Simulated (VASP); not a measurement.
# PbO2 (P4_2/mnm) in VASP: further runs

Runs on PbO2. Level: PBEsol. Tasks: single point.

Program: VASP 6.6.1. These are calculated values, not measurements. Logs are shortened: lines on timing, memory, paths and dates and some standing lists are left out, and cuts for length are marked.

## (1) The cell of the first run

Symmetry: P4_2/mnm, No. 136, tetragonal system. The conventional cell has a = 4.638 Å, b = 4.638 Å, c = 3.386 Å, α = 90.00°, β = 90.00°, γ = 90.00°. Within 2.7 Å of Pb (site symmetry mmm) lie 6 O at 2.02 to 2.11 Å. Within 2.7 Å of O (site symmetry m2m) lie 3 Pb at 2.02 to 2.11 Å and 1 O at 2.52 Å.

## (2) Single point, PBEsol

File INCAR:

```
PREC     = Accurate       # precision mode
ENCUT    = 520            # plane-wave cutoff, eV
EDIFF    = 1E-6           # SCF threshold, eV
ISMEAR   = -1             # smearing method
SIGMA    = 0.05           # smearing width, eV
LREAL    = F              # projectors in reciprocal space
LASPH    = T              # aspherical terms in the spheres
NELM     = 60             # most SCF steps
ALGO     = Normal         # electronic algorithm
ISIF     = 2              # what is computed and relaxed
LWAVE    = F              # write WAVECAR
LCHARG   = T              # write CHGCAR
GGA      = PS             # functional
LELF     = T              # ELF
LVHAR    = T            
NBANDS   = 35             # bands
```

File KPOINTS:

```
regular mesh
0
Gamma
  6 6 8
```

File POSCAR:

```
PbO2
1.0
    4.6375487730      0.0000000000      0.0000000000
    0.0000000000      4.6375487730      0.0000000000
    0.0000000000      0.0000000000      3.3858356355
Pb O
2 4
Direct
    0.5000000000      0.5000000000      0.5000000000
    0.0000000000      0.0000000000      0.0000000000
    0.6918661499      0.6918661499      0.0000000000
    0.8081338501      0.1918661499      0.5000000000
    0.1918661499      0.8081338501      0.5000000000
    0.3081338501      0.3081338501      0.0000000000
```

Potentials or basis: VASP PAW PBE potentials, release 64 (Pb_d, O).

Launch:

```bash
cat potpaw_PBE.64/Pb_d/POTCAR potpaw_PBE.64/O/POTCAR > POTCAR
mpirun -np 1 vasp_std > vasp.out
```

OUTCAR:

```text
PREC = Accurate
   ENCUT = 520
   EDIFF = 1E-6
   ISMEAR = -1
   LREAL = F
   LASPH = T
   NELM = 60
   ISIF = 2
   GGA = PS

 ion  position               nearest neighbor table
   1  0.500  0.500  0.500-   4 2.02   5 2.02   3 2.11   6 2.11   3 2.11   6 2.11   2 3.69   2 3.69
                             2 3.69   2 3.69   2 3.69   2 3.69   2 3.69   2 3.69
   2  0.000  0.000  0.000-   3 2.02   6 2.02   5 2.11   4 2.11   4 2.11   5 2.11   1 3.69   1 3.69
                             1 3.69   1 3.69   1 3.69   1 3.69   1 3.69   1 3.69
   3  0.692  0.692  0.000-   2 2.02   1 2.11   1 2.11
   4  0.808  0.192  0.500-   1 2.02   2 2.11   2 2.11
   5  0.192  0.808  0.500-   1 2.02   2 2.11   2 2.11
   6  0.308  0.308  0.000-   2 2.02   1 2.11   1 2.11

  LATTYP: Found a simple tetragonal cell.
 ALAT       =     4.6375487730
 C/A-ratio  =     0.7300916500

  Lattice vectors:

 A1 = (   4.6375487730,   0.0000000000,   0.0000000000)
 A2 = (   0.0000000000,   4.6375487730,   0.0000000000)
 A3 = (   0.0000000000,   0.0000000000,   3.3858356355)

Analysis of symmetry for initial positions (statically):
=====================================================================
 Subroutine PRICEL returns:
 Original cell was already a primitive cell.

 Routine SETGRP: Setting up the symmetry group for a
 simple tetragonal supercell.

 Subroutine GETGRP returns: Found 16 space group operations
 (whereof  8 operations were pure point group operations)
 out of a pool of 16 trial point group operations.

The static configuration has the point symmetry D_2h.
 The point group associated with its full space group is D_4h.

Analysis of symmetry for dynamics (positions and initial velocities):
=====================================================================
 Subroutine PRICEL returns:
 Original cell was already a primitive cell.

 Routine SETGRP: Setting up the symmetry group for a
 simple tetragonal supercell.

 Subroutine GETGRP returns: Found 16 space group operations
 (whereof  8 operations were pure point group operations)
 out of a pool of 16 trial point group operations.

The dynamic configuration has the point symmetry D_2h.
 The point group associated with its full space group is D_4h.

 Subroutine INISYM returns: Found 16 space group operations
 (whereof  8 operations are pure point group operations),
 and found     1 'primitive' translations

----------------------------------------------------------------------------------------

[... 97 lines left out ...]
   LASPH  =      T    aspherical Exc in radial PAW
   ENCUT  =  520.0 eV  38.22 Ry    6.18 a.u.   8.62  8.62  6.30*2*pi/ulx,y,z
   NELM   =     60;   NELMIN=  2; NELMDL= -5     # of ELM steps
   EDIFF  = 0.1E-05   stopping-criterion for ELM
   LREAL  =      F    real-space projection
   EDIFFG = 0.1E-04   stopping-criterion for IOM
   NSW    =      0    number of steps for IOM
   IBRION =     -1    ionic relax: 0-MD 1-quasi-New 2-CG
   NFREE  =      0    steps in history (QN), initial steepest desc. (CG)
   ISIF   =      2    stress and relaxation
   ISYM   =      2    0-nonsym 1-usesym 2-fastsym
   POTIM  = 0.5000    time-step for ionic-motion
   TEBEG  =    0.0;   TEEND  =   0.0 temperature during run
   PSTRESS=    0.0 pullay stress
   NELECT =      52.0000    total number of electrons
   NUPDOWN=      -1.0000    fix difference up-down
   EMIN   =  10.00;   EMAX   =-10.00  energy-range for DOS
   EFERMI =   0.00;   METHOD = LEGACY
   ISMEAR =    -1;   SIGMA  =   0.05  broadening in eV -4-tet -1-fermi 0-gaus
   EFERMI_NEDOS =   21; number of points for ismear=-14 and -15
   IALGO  =     38    algorithm
   IMIX   =      4    mixing-type and parameters
     AMIX     =   0.40;   BMIX     =  1.00
     AMIX_MAG =   1.60;   BMIX_MAG =  1.00
  volume/ion in A,a.u.               =      12.14        81.90
  Fermi-wavevector in a.u.,A,eV,Ry     =   1.463283  2.765204 29.132756  2.141197
  Thomas-Fermi vector in A             =   2.579396
   LORBIT       =      0    0 simple, 1 ext, 2 COOP (PROOUT), +10 PAW based schemes
   GGA     = PS    functional components
   LHFCALC =     F    Hartree Fock is set to
   AEXX    =    0.0000 exact exchange contribution
   IVDW    =     0    specifies the selected vdW correction
   LEPSILON=     F    determine dielectric tensor
   LRPA    =     F    only Hartree local field effects (RPA)
 non-spin polarized calculation
  energy-cutoff  :      520.00
  volume of cell :       72.82
 maximum number of plane-waves:      1984
 NGX is ok and might be reduce to    36
   NGX = 17   NGY = 17   NGZ = 13

 number of electron      52.0000007 magnetization

 Free energy of the ion-electron system (eV)
  ---------------------------------------------------
  ext. energy  EPLUGINS =         0.00000000
  ---------------------------------------------------
  free energy    TOTEN  =       -33.04224864 eV

  energy without entropy =      -33.04091774  energy(sigma->0) =      -33.04158319

 E-fermi :   6.1742     XC(G=0): -11.7479

 val. band max:        6.0940301249   @ k =   0.5000   0.0000   0.5000
 cond. band min:       6.7986689546   @ k =   0.1667   0.0000   0.0000
 fundamental gap:      0.7046388297
 Fermi energy:         6.1742364442

 k-point     1 :       0.0000    0.0000    0.0000
  band No.  band energies     occupation
      1     -13.4119      2.00000
      2     -13.0434      2.00000
      3     -10.9463      2.00000
      4     -10.9463      2.00000
      5      -9.8142      2.00000
      6      -9.4562      2.00000
[... 901 lines left out ...]
     34      18.4817      0.00000
     35      18.8070      0.00000

 [... further k-points ...]
[... 5 lines left out ...]
  --------------------------------------------------------------------------------------
  -------------------------------------------------------------------------------------
  Total       13.7888518     13.7888518     13.8758811      0.0000000      0.0000000      0.0000000
  in kB      303.3862082    303.3862082    305.3010506      0.0000000      0.0000000      0.0000000
  external PRESSURE =     304.0244890 kB  Pullay stress =       0.0000000 kB

 VOLUME and BASIS-vectors are now :
 -----------------------------------------------------------------------------
  energy-cutoff  :      520.00
  volume of cell :       72.82
      direct lattice vectors                 reciprocal lattice vectors
     4.637548773  0.000000000  0.000000000     0.215631155  0.000000000  0.000000000
     0.000000000  4.637548773  0.000000000     0.000000000  0.215631155  0.000000000
     0.000000000  0.000000000  3.385835635     0.000000000  0.000000000  0.295348064

 POSITION                                       TOTAL-FORCE (eV/Angst)
 -----------------------------------------------------------------------------------
      2.31877      2.31877      1.69292         0.000000      0.000000     -0.000000
      0.00000      0.00000      0.00000         0.000000      0.000000     -0.000000
      3.20856      3.20856      0.00000         0.003100      0.003100     -0.000000
      3.74776      0.88979      1.69292        -0.003100      0.003100     -0.000000
      0.88979      3.74776      1.69292         0.003100     -0.003100      0.000000
      1.42899      1.42899      0.00000        -0.003100     -0.003100      0.000000
 -----------------------------------------------------------------------------------
    total drift:                                0.000000      0.000000      0.000000

  FREE ENERGIE OF THE ION-ELECTRON SYSTEM (eV)
  ---------------------------------------------------
  free  energy   TOTEN  =       -33.0422486425 eV

  energy  without entropy=      -33.0409177445  energy(sigma->0) =      -33.04158319
```

OSZICAR:

```text
N       E                     dE             d eps       ncg     rms          rms(c)
DAV:   1     0.701294371951E+03    0.70129E+03   -0.25981E+04  3519   0.189E+03
DAV:   2     0.561591348812E+02   -0.64514E+03   -0.61150E+03  3793   0.520E+02
DAV:   3    -0.340817184021E+02   -0.90241E+02   -0.87592E+02  4018   0.211E+02
DAV:   4    -0.385008041797E+02   -0.44191E+01   -0.43835E+01  4546   0.484E+01
DAV:   5    -0.386383406098E+02   -0.13754E+00   -0.13736E+00  4568   0.867E+00    0.137E+01
DAV:   6    -0.330407424472E+02    0.55976E+01   -0.15527E+01  5355   0.540E+01    0.394E+00
DAV:   7    -0.330985913526E+02   -0.57849E-01   -0.17468E+00  3907   0.839E+00    0.266E+00
DAV:   8    -0.330669888675E+02    0.31602E-01   -0.32500E-01  5531   0.704E+00    0.108E+00
DAV:   9    -0.330413562592E+02    0.25633E-01   -0.77388E-02  5517   0.433E+00    0.115E-01
DAV:  10    -0.330422634397E+02   -0.90718E-03   -0.82458E-03  4267   0.614E-01    0.946E-02
DAV:  11    -0.330422528694E+02    0.10570E-04   -0.35255E-04  5628   0.203E-01    0.206E-02
DAV:  12    -0.330422505649E+02    0.23044E-05   -0.24335E-05  5276   0.603E-02    0.107E-02
DAV:  13    -0.330422484696E+02    0.20953E-05   -0.71479E-06  4523   0.434E-02    0.102E-03
DAV:  14    -0.330422486425E+02   -0.17282E-06   -0.18529E-06  2802   0.137E-02
   1 F= -.33042249E+02 E0= -.33041583E+02  d E =-.133090E-02
```

Run time: 3.5 min. Hardware: 1 thread of Intel Xeon 8259CL, shared host; peak memory 0.24 GiB.

What came out:

* Free energy: -33.0422 eV
* Pressure: 30.4 GPa
* Largest force: 0.004 eV/Å
* Band gap on the k mesh: zero (bands 26 and 27 overlap by 0.24 eV)

Forces on the atoms (eV/Å):
```
Pb   0.000  0.000  0.000
Pb   0.000  0.000  0.000
O    0.003  0.003  0.000
O   -0.003  0.003  0.000
O    0.003 -0.003  0.000
O   -0.003 -0.003  0.000
```

Stress tensor (GPa, compression positive):
```
30.34  0.00  0.00
 0.00 30.34  0.00
 0.00  0.00 30.53
```

Caveat: the cell stands under pressure; semilocal functionals underestimate gaps, so a narrow gap can read as zero; the PAW data sets were made with another functional, which shifts forces and pressure a little; spin-orbit coupling is left out, which moves the levels of the heavy elements.

## (3) Single point, PBEsol

This run uses another cell than the first one, of 12.64 Å³/atom.

File INCAR:

```
SYSTEM = PbO2
PREC     = Accurate       ! precision mode
ENCUT    = 520            ! plane-wave cutoff, eV
EDIFF    = 1E-6           ! SCF threshold, eV
ISMEAR   = -1             ! smearing method
SIGMA    = 0.05           ! smearing width, eV
LREAL    = .FALSE.        ! projectors in reciprocal space
LASPH    = .TRUE.         ! aspherical terms in the spheres
NELM     = 100            ! most SCF steps
ALGO     = Normal         ! electronic algorithm
ISIF     = 2              ! what is computed and relaxed
LWAVE    = .FALSE.        ! write WAVECAR
LCHARG   = .FALSE.        ! write CHGCAR
GGA      = PS             ! functional
NBANDS   = 35             ! bands
```

File KPOINTS:

```
Automatic mesh
0
G
  6 6 8
  0 0 0
```

File POSCAR:

```
PbO2
1.0
    4.7306836055      0.0000000000      0.0000000000
    0.0000000000      4.7306836055      0.0000000000
    0.0000000000      0.0000000000      3.3892837498
Pb O
2 4
Direct
    0.5000000000      0.5000000000      0.5000000000
    0.0000000000      0.0000000000      0.0000000000
    0.6925948028      0.6925948028      0.0000000000
    0.8074051972      0.1925948028      0.5000000000
    0.1925948028      0.8074051972      0.5000000000
    0.3074051972      0.3074051972      0.0000000000
```

Potentials or basis: VASP PAW PBE potentials, release 64 (Pb_d, O).

Launch:

```bash
cat potpaw_PBE.64/Pb_d/POTCAR potpaw_PBE.64/O/POTCAR > POTCAR
mpirun -np 1 vasp_std > vasp.out
```

Wall time 3.8 min (1 thread of Intel Xeon 8259CL, shared host); peak memory 0.25 GiB.

Results (log left out):

| Item | Value |
| --- | --- |
| Free energy | -33.5230 eV |
| Pressure | 20.3 GPa |
| Band gap on the k mesh | zero (bands 26 and 27 overlap by 0.06 eV) |

Forces in eV/Å, atoms in the order of the input:
```
Pb   0.000  0.000  0.000
Pb   0.000  0.000  0.000
O    0.002  0.002  0.000
O   -0.002  0.002  0.000
O    0.002 -0.002  0.000
O   -0.002 -0.002  0.000
```

Stress tensor (GPa, compression positive):
```
20.29  0.00  0.00
 0.00 20.29  0.00
 0.00  0.00 20.45
```

Levels at points of the mesh, in eV from the Fermi level:
```
           k point  band 24  band 25  band 26  band 27  band 28  band 29
(0.00, 0.00, 0.00)    -0.73    -0.73    -0.69    -0.15     4.72     5.74
(0.50, 0.00, 0.00)    -0.82    -0.60    -0.60     3.18     3.18     6.40
(0.50, 0.50, 0.00)    -0.81    -0.68    -0.68     3.49     3.49     6.98
(0.00, 0.00, 0.50)    -1.57    -1.12    -1.12     4.49     4.49     9.38
(0.50, 0.00, 0.50)    -1.14    -0.09    -0.09     4.94     4.94     7.93
(0.50, 0.50, 0.50)    -0.97    -0.76    -0.76     3.45     3.45     8.45
```

Caveat: the cell stands under pressure; semilocal functionals underestimate gaps, so a narrow gap can read as zero; the PAW data sets were made with another functional, which shifts forces and pressure a little; spin-orbit coupling is left out, which moves the levels of the heavy elements.

(Continued in part 2 of 2.)
